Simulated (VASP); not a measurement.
# Ir (Fm-3m) in VASP: settings compared, part 2 of 2

VASP 6.6.1. Earlier steps stand in the parts before.

## 4. Single point, revPBE+D3(BJ)

This run uses another cell than the first one, of 13.97 Å³/atom, 0.994 times its volume.

INCAR reads:

```
ALGO = Normal ; EDIFF = 1E-7
ENCUT = 520 ; GGA = RE
ISIF = 2 ; ISMEAR = -1
IVDW = 12 ; LASPH = True
LCHARG = False ; LREAL = False
LWAVE = False ; NBANDS = 10
NELM = 60 ; PREC = Accurate
SIGMA = 0.05
```

KPOINTS reads:

```
k-points
0
Gamma
  12 12 12
```

POSCAR reads:

```
Ir
1.0
    0.0000000000      1.9116634535      1.9116634535
    1.9116634535      0.0000000000      1.9116634535
    1.9116634535      1.9116634535      0.0000000000
Ir
1
Direct
    0.0000000000      0.0000000000      0.0000000000
```

Potentials or basis: VASP PAW PBE potentials, release 64 (Ir).

On the command line:

```
> cat potpaw_PBE.64/Ir/POTCAR > POTCAR
> mpirun -np 1 vasp_std > vasp.out
```

OUTCAR:

```text
EDIFF = 1E-7
   ENCUT = 520
   GGA = RE
   ISIF = 2
   ISMEAR = -1
   IVDW = 12
   LASPH = True
   LREAL = False
   NELM = 60
   PREC = Accurate
 IVDW          = 12

 ion  position               nearest neighbor table
   1  0.000  0.000  0.000-

  LATTYP: Found a face centered cubic cell.
 ALAT       =     3.8233269070

  Lattice vectors:

 A1 = (   0.0000000000,   1.9116634535,   1.9116634535)
 A2 = (   1.9116634535,   0.0000000000,   1.9116634535)
 A3 = (   1.9116634535,   1.9116634535,   0.0000000000)

Analysis of symmetry for initial positions (statically):
[... 5 lines left out ...]
 face centered cubic supercell.

 Subroutine GETGRP returns: Found 48 space group operations
 (whereof 48 operations were pure point group operations)
 out of a pool of 48 trial point group operations.

The static configuration has the point symmetry O_h .

Analysis of symmetry for dynamics (positions and initial velocities):
[... 5 lines left out ...]
 face centered cubic supercell.

 Subroutine GETGRP returns: Found 48 space group operations
 (whereof 48 operations were pure point group operations)
 out of a pool of 48 trial point group operations.

The dynamic configuration has the point symmetry O_h .

 Subroutine INISYM returns: Found 48 space group operations
[... 147 lines left out ...]
 Fermi energy:        10.7087630879

 k-point     1 :       0.0000    0.0000    0.0000
  band No.  band energies     occupation
      1      -0.5618      2.00000
      2       6.7195      2.00000
      3       6.7195      2.00000
      4       6.7195      2.00000
      5       9.4521      2.00000
      6       9.4521      2.00000
      7      24.9573      0.00000
      8      30.6277      0.00000
      9      30.6277      0.00000
     10      30.6277      0.00000
[... 287 lines left out ...]
 k-point    24 :      -0.4167    0.1667    0.0000
  band No.  band energies     occupation
      1       3.4085      2.00000
      2       5.8306      2.00000
      3       7.4459      2.00000
      4       7.6381      2.00000
      5      11.1359      0.00039
      6      14.5052      0.00000
      7      18.0521      0.00000
      8      26.0269      0.00000
      9      28.3500      0.00000
     10      30.3948      0.00000

 [... further k-points ...]

------------------------ aborting loop because EDIFF is reached ----------------------------------------

 Edisp (eV)   -1.39794

 E8    (eV) :    -1.0078

  FORCE on cell =-STRESS in cart. coord.  units (eV):
  Direction    XX          YY          ZZ          XY          YZ          ZX
  --------------------------------------------------------------------------------------
  -------------------------------------------------------------------------------------
  Total       0.05148     0.05148     0.05148    -0.00000     0.00000     0.00000
  in kB       5.90317     5.90317     5.90317    -0.00000     0.00000     0.00000
  external pressure =        5.90 kB  Pullay stress =        0.00 kB

 VOLUME and BASIS-vectors are now :
 -----------------------------------------------------------------------------
  energy-cutoff  :      520.00
  volume of cell :       13.97
      direct lattice vectors                 reciprocal lattice vectors
     0.000000000  1.911663454  1.911663454    -0.261552314  0.261552314  0.261552314
     1.911663454  0.000000000  1.911663454     0.261552314 -0.261552314  0.261552314
     1.911663454  1.911663454  0.000000000     0.261552314  0.261552314 -0.261552314

 POSITION                                       TOTAL-FORCE (eV/Angst)
 -----------------------------------------------------------------------------------
      0.00000      0.00000      0.00000        -0.000000      0.000000      0.000000
 -----------------------------------------------------------------------------------
    total drift:                                0.000000      0.000000     -0.000000

  FREE ENERGIE OF THE ION-ELECTRON SYSTEM (eV)
  ---------------------------------------------------
  free  energy   TOTEN  =        -9.7024997368 eV

  energy  without entropy=       -9.6978353783  energy(sigma->0) =       -9.70016756
```

OSZICAR:

```text
N       E                     dE             d eps       ncg     rms          rms(c)
DAV:   1     0.497079025142E+02    0.49708E+02   -0.43710E+03  1448   0.821E+02
DAV:   2    -0.800376492317E+01   -0.57712E+02   -0.55256E+02  1462   0.201E+02
DAV:   3    -0.882196896339E+01   -0.81820E+00   -0.81692E+00  1740   0.290E+01
DAV:   4    -0.882895595350E+01   -0.69870E-02   -0.69858E-02  1624   0.247E+00
DAV:   5    -0.882909944220E+01   -0.14349E-03   -0.14349E-03  1662   0.331E-01    0.155E+01
DAV:   6    -0.839826585098E+01    0.43083E+00   -0.71235E-01  1620   0.105E+01    0.654E+00
DAV:   7    -0.831054011128E+01    0.87726E-01   -0.26558E-01  1710   0.594E+00    0.146E+00
DAV:   8    -0.830886492954E+01    0.16752E-02   -0.20417E-03  1556   0.467E-01    0.122E+00
DAV:   9    -0.830456004758E+01    0.43049E-02   -0.30111E-03  1618   0.774E-01    0.287E-02
DAV:  10    -0.830456119009E+01   -0.11425E-05   -0.24658E-05  2042   0.532E-02    0.330E-02
DAV:  11    -0.830456279591E+01   -0.16058E-05   -0.22386E-06  1572   0.175E-02    0.337E-03
DAV:  12    -0.830456279770E+01   -0.17859E-08   -0.21210E-08  1000   0.137E-03
   1 F= -.97024997E+01 E0= -.97001676E+01  d E =-.466436E-02
```

Run time: 6.7 s. Hardware: 1 thread of Intel Xeon Platinum 8488C (Sapphire Rapids), shared host; peak memory 0.14 GiB.

Results:

```yaml
Free_energy: -9.7025 eV
Pressure: 0.6 GPa
Dispersion_energy_per_atom: -1.398 eV
```

Caveat: the PAW data sets were made with another functional, which shifts forces and pressure a little; spin-orbit coupling is left out, which moves the levels of the heavy elements; pairwise dispersion overbinds metals, which lowers pressure and volume.

## 5. Single point, revPBE+D4

This run uses another cell than the first one, of 13.98 Å³/atom, 0.995 times its volume.

INCAR reads:

```
ALGO     = Normal         # electronic algorithm
EDIFF    = 1E-6           # SCF threshold, eV
ENCUT    = 520            # plane-wave cutoff, eV
GGA      = RE             # functional
ISIF     = 2              # what is computed and relaxed
ISMEAR   = -1             # smearing method
IVDW     = 13             # dispersion correction
LASPH    = T              # aspherical terms in the spheres
LCHARG   = F              # write CHGCAR
LREAL    = F              # projectors in reciprocal space
LWAVE    = F              # write WAVECAR
NBANDS   = 10             # bands
NELM     = 100            # most SCF steps
PREC     = Accurate       # precision mode
SIGMA    = 0.05           # smearing width, eV
```

KPOINTS is that of step 4.

POSCAR reads:

```
Ir
1.0
    0.0000000000      1.9122215920      1.9122215920
    1.9122215920      0.0000000000      1.9122215920
    1.9122215920      1.9122215920      0.0000000000
Ir
1
Direct
    0.0000000000      0.0000000000      0.0000000000
```

Potentials or basis: VASP PAW PBE potentials, release 64 (Ir).

On the command line:

```
> cat potpaw_PBE.64/Ir/POTCAR > POTCAR
> mpirun -np 1 vasp_std > vasp.out
```

OUTCAR:

```text
EDIFF = 1E-6
   ENCUT = 520
   GGA = RE
   ISIF = 2
   ISMEAR = -1
   IVDW = 13
   LASPH = T
   LREAL = F
   NELM = 100
   PREC = Accurate

 ion  position               nearest neighbor table
   1  0.000  0.000  0.000-

  LATTYP: Found a face centered cubic cell.
 ALAT       =     3.8244431840

  Lattice vectors:

 A1 = (   0.0000000000,   1.9122215920,   1.9122215920)
 A2 = (   1.9122215920,   0.0000000000,   1.9122215920)
 A3 = (   1.9122215920,   1.9122215920,   0.0000000000)
[... 489 lines left out ...]
     10      30.3696      0.00000

 [... further k-points ...]

------------------------ aborting loop because EDIFF is reached ----------------------------------------

  DFT-D4 for vdW energy calculation

  Edisp (eV):   -1.49978

  FORCE on cell =-STRESS in cart. coord.  units (eV):
  Direction    XX          YY          ZZ          XY          YZ          ZX
  --------------------------------------------------------------------------------------
  -------------------------------------------------------------------------------------
  Total       0.04539     0.04539     0.04539     0.00000     0.00000     0.00000
  in kB       5.20030     5.20030     5.20030     0.00000     0.00000     0.00000
  external pressure =        5.20 kB  Pullay stress =        0.00 kB

 VOLUME and BASIS-vectors are now :
 -----------------------------------------------------------------------------
  energy-cutoff  :      520.00
  volume of cell :       13.98
      direct lattice vectors                 reciprocal lattice vectors
     0.000000000  1.912221592  1.912221592    -0.261475972  0.261475972  0.261475972
     1.912221592  0.000000000  1.912221592     0.261475972 -0.261475972  0.261475972
     1.912221592  1.912221592  0.000000000     0.261475972  0.261475972 -0.261475972

 POSITION                                       TOTAL-FORCE (eV/Angst)
 -----------------------------------------------------------------------------------
      0.00000      0.00000      0.00000         0.000000     -0.000000      0.000000
 -----------------------------------------------------------------------------------
    total drift:                                0.000000      0.000000     -0.000000

  FREE ENERGIE OF THE ION-ELECTRON SYSTEM (eV)
  ---------------------------------------------------
  free  energy   TOTEN  =        -9.8056535519 eV

  energy  without entropy=       -9.8009817646  energy(sigma->0) =       -9.80331766
```

OSZICAR:

```text
N       E                     dE             d eps       ncg     rms          rms(c)
DAV:   1     0.496805400190E+02    0.49681E+02   -0.43687E+03  1448   0.821E+02
DAV:   2    -0.800555273427E+01   -0.57686E+02   -0.55230E+02  1462   0.201E+02
DAV:   3    -0.882367068321E+01   -0.81812E+00   -0.81684E+00  1740   0.290E+01
DAV:   4    -0.883065800182E+01   -0.69873E-02   -0.69861E-02  1624   0.247E+00
DAV:   5    -0.883080156951E+01   -0.14357E-03   -0.14357E-03  1662   0.331E-01    0.155E+01
DAV:   6    -0.839943323999E+01    0.43137E+00   -0.71457E-01  1620   0.105E+01    0.652E+00
DAV:   7    -0.831184321710E+01    0.87590E-01   -0.26561E-01  1710   0.594E+00    0.146E+00
DAV:   8    -0.831016936627E+01    0.16739E-02   -0.20413E-03  1554   0.467E-01    0.122E+00
DAV:   9    -0.830586869638E+01    0.43007E-02   -0.30067E-03  1616   0.773E-01    0.286E-02
DAV:  10    -0.830586990134E+01   -0.12050E-05   -0.24594E-05  2044   0.531E-02    0.329E-02
DAV:  11    -0.830587150491E+01   -0.16036E-05   -0.22306E-06  1546   0.174E-02    0.335E-03
DAV:  12    -0.830587150590E+01   -0.99044E-09   -0.21075E-08   774   0.137E-03
   1 F= -.98056536E+01 E0= -.98033177E+01  d E =-.467179E-02
```

It took 7.8 s on 1 thread of Intel Xeon Platinum 8488C (Sapphire Rapids), shared host; peak memory 0.13 GiB.

Results:

| Item | Value |
| --- | --- |
| Free energy | -9.8057 eV |
| Pressure | 0.5 GPa |
| Dispersion energy per atom | -1.500 eV |

Caveat: the PAW data sets were made with another functional, which shifts forces and pressure a little; spin-orbit coupling is left out, which moves the levels of the heavy elements; pairwise dispersion overbinds metals, which lowers pressure and volume.

## 6. Summary

```tsv
level	spin	cell	smearing	gap on the mesh (eV)	pressure (GPa)
PBE	off	a = 2.709 Å, angles 60.0°, 1 atom	gaussian 0.024 eV	none	11.8
PBEsol	non-collinear, zero start, SOC	a = 2.709 Å, angles 60.0°, 1 atom	fermi-dirac 0.05 eV	-	1.3
revPBE+D3(BJ)	off	a = 2.704 Å, angles 60.0°, 1 atom	fermi-dirac 0.05 eV	none	0.6
revPBE+D4	off	a = 2.704 Å, angles 60.0°, 1 atom	fermi-dirac 0.05 eV	none	0.5
```

Alike in all rows: task single point; potentials or basis VASP PAW PBE potentials, release 64 (Ir); k mesh 12 × 12 × 12; cutoff (eV) 520.

Caveats: spin-orbit coupling is left out, which moves the levels of the heavy elements (some runs); the PAW data sets were made with another functional, which shifts forces and pressure a little (some runs); pairwise dispersion overbinds metals, which lowers pressure and volume (some runs).

Absolute energies hang on the potentials; compare differences alone.
